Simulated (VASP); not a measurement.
# Te (P3_121) in VASP: single point with r2SCAN0

Aim: the single point of Te with r2SCAN0.

Everything below comes from runs of VASP 6.6.1. Logs are shortened: lines on timing, memory, paths and dates and some standing lists are left out, and cuts for length are marked.

### Step 1. The cell of the first run

The structure is trigonal, space group P3_121 (No. 152). Conventional cell: a = 4.632 Å, b = 4.632 Å, c = 5.887 Å, α = 90.00°, β = 90.00°, γ = 120.00°. Te (site symmetry 2) has 6 Te at 2.83 to 3.62 Å within 3.7 Å.

### Step 2. Single point, r2SCAN0

File POSCAR:

```
Te
1.0
    4.6324895794      0.0000000000      0.0000000000
   -2.3162447897      4.0118536585      0.0000000000
    0.0000000000      0.0000000000      5.8869033509
Te
3
Direct
    0.2535874858      0.0000000000      0.3333333333
    1.0000000000      0.2535874858      0.6666666667
    0.7464125142      0.7464125142      0.0000000000
```

File INCAR.step1:

```
SYSTEM = Te
PREC = Accurate
ENCUT = 520
EDIFF = 1E-5
ISMEAR = -1
SIGMA = 0.1
LREAL = .FALSE.
LASPH = .TRUE.
NELM = 100
ALGO = Normal
ISIF = 2
LWAVE = .TRUE.
LCHARG = .FALSE.
GGA = PE
NBANDS = 16
```

File INCAR.step2:

```
SYSTEM = Te
PREC = Accurate
ENCUT = 520
EDIFF = 1E-7
ISMEAR = -1
SIGMA = 0.1
LREAL = .FALSE.
LASPH = .TRUE.
NELM = 100
ALGO = Normal
ISIF = 2
LWAVE = .FALSE.
LCHARG = .FALSE.
METAGGA = R2SCAN
LHFCALC = .TRUE.
AEXX = 0.25
LMIXTAU = .TRUE.
PRECFOCK = Normal
ISTART = 1
NBANDS = 16
```

File KPOINTS:

```
regular mesh
0
G
  4 4 3
  0 0 0
```

Potentials or basis: VASP PAW PBE potentials, release 64 (Te).

The run is started by

```console
$ cat potpaw_PBE.64/Te/POTCAR > POTCAR
$ cp INCAR.step1 INCAR
$ mpirun -np 1 vasp_std > vasp.out
$ cp INCAR.step2 INCAR
$ mpirun -np 1 vasp_std > vasp.out
```

OUTCAR:

```text
SYSTEM = Te
   PREC = Accurate
   ENCUT = 520
   EDIFF = 1E-7
   ISMEAR = -1
   LREAL = .FALSE.
   LASPH = .TRUE.
   NELM = 100
   ISIF = 2
   METAGGA = R2SCAN
   LHFCALC = .TRUE.
   AEXX = 0.25
   PRECFOCK = Normal
   ISTART = 1

 ion  position               nearest neighbor table
   1  0.254  0.000  0.333-   3 2.83   2 2.83   3 3.62   3 3.62   2 3.62   2 3.62
   2  0.000  0.254  0.667-   3 2.83   1 2.83   3 3.62   3 3.62   1 3.62   1 3.62
   3  0.746  0.746  0.000-   2 2.83   1 2.83   1 3.62   2 3.62   2 3.62   1 3.62

  LATTYP: Found a hexagonal cell.
 ALAT       =     4.6324895794
 C/A-ratio  =     1.2707860968

  Lattice vectors:

 A1 = (   4.6324895794,   0.0000000000,   0.0000000000)
 A2 = (  -2.3162447897,   4.0118536585,   0.0000000000)
 A3 = (   0.0000000000,   0.0000000000,   5.8869033509)

Analysis of symmetry for initial positions (statically):
=====================================================================
 Subroutine PRICEL returns:
 Original cell was already a primitive cell.

 Routine SETGRP: Setting up the symmetry group for a
 hexagonal supercell.

 Subroutine GETGRP returns: Found  6 space group operations
 (whereof  2 operations were pure point group operations)
 out of a pool of 24 trial point group operations.

The static configuration has the point symmetry C_2 .
 The point group associated with its full space group is D_3 .

Analysis of symmetry for dynamics (positions and initial velocities):
=====================================================================
 Subroutine PRICEL returns:
 Original cell was already a primitive cell.

 Routine SETGRP: Setting up the symmetry group for a
 hexagonal supercell.

 Subroutine GETGRP returns: Found  6 space group operations
 (whereof  2 operations were pure point group operations)
 out of a pool of 24 trial point group operations.

The dynamic configuration has the point symmetry C_2 .
 The point group associated with its full space group is D_3 .

 Subroutine INISYM returns: Found  6 space group operations
 (whereof  2 operations are pure point group operations),
 and found     1 'primitive' translations

----------------------------------------------------------------------------------------

                                     Primitive cell

  volume of cell :     109.4073

  direct lattice vectors                    reciprocal lattice vectors
     4.632489579  0.000000000  0.000000000     0.215866649  0.124630668  0.000000000
    -2.316244790  4.011853658  0.000000000     0.000000000  0.249261335  0.000000000
     0.000000000  0.000000000  5.886903351     0.000000000  0.000000000  0.169868595

  length of vectors
     4.632489579  4.632489579  5.886903351     0.249261335  0.249261335  0.169868595

  position of ions in fractional coordinates (direct lattice)
     0.253587486  0.000000000  0.333333333
     0.000000000  0.253587486  0.666666667
     0.746412514  0.746412514  0.000000000

  ion indices of the primitive-cell ions
   primitive index   ion index
                 1           1
                 2           2
                 3           3

----------------------------------------------------------------------------------------

 KPOINTS: regular mesh

Automatic generation of k-mesh.
 Grid dimensions read from file:
 generate k-points for:    4    4    3

 Generating k-lattice:

  Cartesian coordinates                     Fractional coordinates (reciprocal lattice)
     0.053966662  0.031157667  0.000000000     0.250000000  0.000000000  0.000000000
     0.000000000  0.062315334  0.000000000     0.000000000  0.250000000  0.000000000
     0.000000000  0.000000000  0.056622865     0.000000000  0.000000000  0.333333333

  Length of vectors
     0.062315334  0.062315334  0.056622865

  Shift w.r.t. Gamma in fractional coordinates (k-lattice)
     0.000000000  0.000000000  0.000000000

 Subroutine IBZKPT returns following result:
 ===========================================

 Found      9 irreducible k-points:

 Following reciprocal coordinates:
            Coordinates               Weight
  0.000000  0.000000  0.000000      1.000000
  0.250000  0.000000  0.000000      6.000000
  0.500000  0.000000  0.000000      3.000000
  0.250000  0.250000  0.000000      6.000000
  0.000000  0.000000  0.333333      2.000000
  0.250000  0.000000  0.333333      6.000000
  0.000000  0.250000  0.333333      6.000000
  0.500000  0.000000  0.333333      6.000000
  0.250000  0.250000  0.333333     12.000000
   k-points           NKPTS =      9   k-points in BZ     NKDIM =     48   number of bands    NBANDS=     16
   number of dos      NEDOS =    301   number of ions     NIONS =      3
   total plane-waves  NPLWV =  62208
   dimension x,y,z NGX =    36 NGY =   36 NGZ =   48
   dimension x,y,z NGXF=    72 NGYF=   72 NGZF=   96
   ions per type =               3
   NGX,Y,Z   is equivalent  to a cutoff of  12.92, 12.92, 13.56 a.u.
   NGXF,Y,Z  is equivalent  to a cutoff of  25.84, 25.84, 27.11 a.u.
 SYSTEM =  Te
   PREC   = accura    normal or accurate (medium, high low for compatibility)
   ISTART =      1    job   : 0-new  1-cont  2-samecut
   ICHARG =      0    charge: 1-file 2-atom 10-const
   ISPIN  =      1    spin polarized calculation?
   LNONCOLLINEAR =      F non collinear calculations
   LSORBIT =      F    spin-orbit coupling
   LASPH  =      T    aspherical Exc in radial PAW
   ENCUT  =  520.0 eV  38.22 Ry    6.18 a.u.   8.61  8.61 10.95*2*pi/ulx,y,z
   NELM   =    100;   NELMIN=  2; NELMDL=  0     # of ELM steps
   EDIFF  = 0.1E-06   stopping-criterion for ELM
   LREAL  =      F    real-space projection
   EDIFFG = 0.1E-05   stopping-criterion for IOM
   NSW    =      0    number of steps for IOM
   IBRION =     -1    ionic relax: 0-MD 1-quasi-New 2-CG
   NFREE  =      0    steps in history (QN), initial steepest desc. (CG)
   ISIF   =      2    stress and relaxation
   ISYM   =      3    0-nonsym 1-usesym 2-fastsym
   POTIM  = 0.5000    time-step for ionic-motion
   TEBEG  =    0.0;   TEEND  =   0.0 temperature during run
   PSTRESS=    0.0 pullay stress
   NELECT =      18.0000    total number of electrons
   NUPDOWN=      -1.0000    fix difference up-down
   EMIN   =  10.00;   EMAX   =-10.00  energy-range for DOS
   EFERMI =   0.00;   METHOD = LEGACY
   ISMEAR =    -1;   SIGMA  =   0.10  broadening in eV -4-tet -1-fermi 0-gaus
   EFERMI_NEDOS =   21; number of points for ismear=-14 and -15
   IALGO  =     38    algorithm
   IMIX   =      1    mixing-type and parameters
     AMIX     =   0.40;   BMIX     =  1.00
     AMIX_MAG =   1.60;   BMIX_MAG =  1.00
  volume/ion in A,a.u.               =      36.47       246.11
  Fermi-wavevector in a.u.,A,eV,Ry     =   0.897050  1.695179 10.948601  0.804699
  Thomas-Fermi vector in A             =   2.019586
   LORBIT       =      0    0 simple, 1 ext, 2 COOP (PROOUT), +10 PAW based schemes
   METAGGA = R2SCAN    functional components
   LHFCALC =     T    Hartree Fock is set to
   PRECFOCK=normal    Normal, Fast or Accurate (Low or Medium for compatibility)
   ENCUT4O =  -1.0   cutoff for four orbital integrals eV
   NKREDX  =     1    reduce k-point grid by
   NKREDY  =     1    reduce k-point grid by
   NKREDZ  =     1    reduce k-point grid by
   AEXX    =    0.2500 exact exchange contribution
   HFSCREEN=    0.0000 screening length (either q_TF or 0.3 A-1)
   HFSCREENC=   0.0000 screening length for correlation (either q_TF or 0.3 A-1)
   ENCUTFOCK=  -1.0 apply spherical cutoff to Coloumb kernel
   IVDW    =     0    specifies the selected vdW correction
   LEPSILON=     F    determine dielectric tensor
   LRPA    =     F    only Hartree local field effects (RPA)
 non-spin polarized calculation
  energy-cutoff  :      520.00
  volume of cell :      109.41
 maximum number of plane-waves:      2964
 NGX is ok and might be reduce to    36
  NGX = 28; NGY = 28; NGZ = 36

 number of electron      17.9999999 magnetization

 Free energy of the ion-electron system (eV)
  ---------------------------------------------------
  ext. energy  EPLUGINS =         0.00000000
  ---------------------------------------------------
  free energy    TOTEN  =       -63.86562817 eV

  energy without entropy =      -63.86561887  energy(sigma->0) =      -63.86562352

 E-fermi :   5.1197     XC(G=0):  -7.1699

 val. band max:        3.9306053882   @ k =   0.2500   0.2500   0.3333
 cond. band min:       6.2421878567   @ k =   0.0000   0.0000   0.3333
 fundamental gap:      2.3115824685
 Fermi energy:         5.1196727331

 k-point     1 :       0.0000    0.0000    0.0000
  band No.  band energies     occupation
      1     -10.7960      2.00000
      2      -7.0911      2.00000
      3      -7.0911      2.00000
      4       0.7619      2.00000
      5       1.0496      2.00000
      6       1.0496      2.00000
[... 8 lines left out ...]
     15      11.4929      0.00000
     16      12.5161      0.00000

 k-point     2 :       0.2500    0.0000    0.0000
  band No.  band energies     occupation
      1     -10.4390      2.00000
      2      -7.3155      2.00000
      3      -7.0110      2.00000
      4      -0.6644      2.00000
      5       0.0716      2.00000
      6       0.5694      2.00000
[... 8 lines left out ...]
     15      12.4458      0.00000
     16      13.1575      0.00000

 k-point     3 :       0.5000    0.0000    0.0000
  band No.  band energies     occupation
      1      -9.9303      2.00000
      2      -7.7802      2.00000
      3      -6.9205      2.00000
      4      -0.9540      2.00000
      5      -0.4526      2.00000
      6       0.4901      2.00000
[... 8 lines left out ...]
     15      14.5332      0.00000
     16      14.7052      0.00000

 k-point     4 :       0.2500    0.2500    0.0000
  band No.  band energies     occupation
      1      -9.9502      2.00000
      2      -7.5349      2.00000
      3      -7.1797      2.00000
      4      -0.7507      2.00000
      5      -0.6708      2.00000
      6       0.8122      2.00000
[... 8 lines left out ...]
     15      13.3818      0.00000
     16      13.9583      0.00000

 k-point     5 :       0.0000    0.0000    0.3333
  band No.  band energies     occupation
      1     -10.3435      2.00000
      2      -9.0381      2.00000
      3      -5.1823      2.00000
      4       0.1301      2.00000
      5       1.0197      2.00000
      6       1.3778      2.00000
[... 8 lines left out ...]
     15      11.7800      0.00000
     16      12.6255      0.00000

 k-point     6 :       0.2500    0.0000    0.3333
  band No.  band energies     occupation
      1     -10.0212      2.00000
      2      -8.7939      2.00000
      3      -5.8642      2.00000
      4      -0.4123      2.00000
      5       0.3081      2.00000
      6       0.9432      2.00000
[... 8 lines left out ...]
     15      11.7109      0.00000
     16      12.5376      0.00000

 k-point     7 :       0.0000    0.2500    0.3333
  band No.  band energies     occupation
      1     -10.0071      2.00000
      2      -8.8372      2.00000
      3      -5.7595      2.00000
      4      -0.7955      2.00000
      5      -0.0793      2.00000
      6       0.8059      2.00000
[... 8 lines left out ...]
     15      12.2470      0.00000
     16      12.9843      0.00000

 k-point     8 :       0.5000    0.0000    0.3333
  band No.  band energies     occupation
      1      -9.5693      2.00000
      2      -8.5630      2.00000
      3      -6.5495      2.00000
      4      -1.5453      2.00000
      5      -0.3257      2.00000
      6       0.4034      2.00000
[... 8 lines left out ...]
     15      14.2288      0.00000
     16      14.4091      0.00000

 k-point     9 :       0.2500    0.2500    0.3333
  band No.  band energies     occupation
      1      -9.5758      2.00000
      2      -8.5699      2.00000
      3      -6.5004      2.00000
      4      -1.2604      2.00000
      5      -0.7848      2.00000
      6      -0.0197      2.00000
[... 8 lines left out ...]
     15      12.7856      0.00000
     16      13.5447      0.00000

------------------------ aborting loop because EDIFF is reached ----------------------------------------

  FORCE on cell =-STRESS in cart. coord.  units (eV):
  Direction    XX          YY          ZZ          XY          YZ          ZX
  --------------------------------------------------------------------------------------
  -------------------------------------------------------------------------------------
  Total       -0.7600267     -0.7600267     -1.7557069     -0.0000000     -0.0000000      0.0000000
  in kB      -11.1299446    -11.1299446    -25.7108339     -0.0000000     -0.0000000      0.0000000
  external PRESSURE =     -15.9902410 kB  Pullay stress =       0.0000000 kB

 VOLUME and BASIS-vectors are now :
 -----------------------------------------------------------------------------
  energy-cutoff  :      520.00
  volume of cell :      109.41
      direct lattice vectors                 reciprocal lattice vectors
     4.632489579  0.000000000  0.000000000     0.215866649  0.124630668  0.000000000
    -2.316244790  4.011853658  0.000000000     0.000000000  0.249261335  0.000000000
     0.000000000  0.000000000  5.886903351     0.000000000  0.000000000  0.169868595

 POSITION                                       TOTAL-FORCE (eV/Angst)
 -----------------------------------------------------------------------------------
      1.17474      0.00000      1.96230        -0.438981      0.000000      0.000000
     -0.58737      1.01736      3.92460         0.219490     -0.380168     -0.000000
      1.72887      2.99450      0.00000         0.219490      0.380168     -0.000000
 -----------------------------------------------------------------------------------
    total drift:                               -0.000000     -0.000000      0.000000

  FREE ENERGIE OF THE ION-ELECTRON SYSTEM (eV)
  ---------------------------------------------------
  free  energy   TOTEN  =       -63.8656281682 eV

  energy  without entropy=      -63.8656188711  energy(sigma->0) =      -63.86562352
```

Run time: 25 min. Hardware: 1 thread of Intel Xeon Platinum 8259CL at 2.50GHz (Skylake/Cascade Lake), shared host; peak memory 0.27 GiB.

Results:

- Free energy: -63.8656 eV
- Pressure: -1.6 GPa
- Largest force: 0.439 eV/Å
- Band gap on the k mesh: 2.31 eV (least direct gap 2.54 eV)

Forces in eV/Å, atoms in the order of the input:
```
Te  -0.439  0.000  0.000
Te   0.219 -0.380  0.000
Te   0.219  0.380  0.000
```

Caveat: the PAW data sets were made with another functional, which shifts forces and pressure a little; spin-orbit coupling is left out, which moves the levels of the heavy elements. A k mesh can miss the band edges.
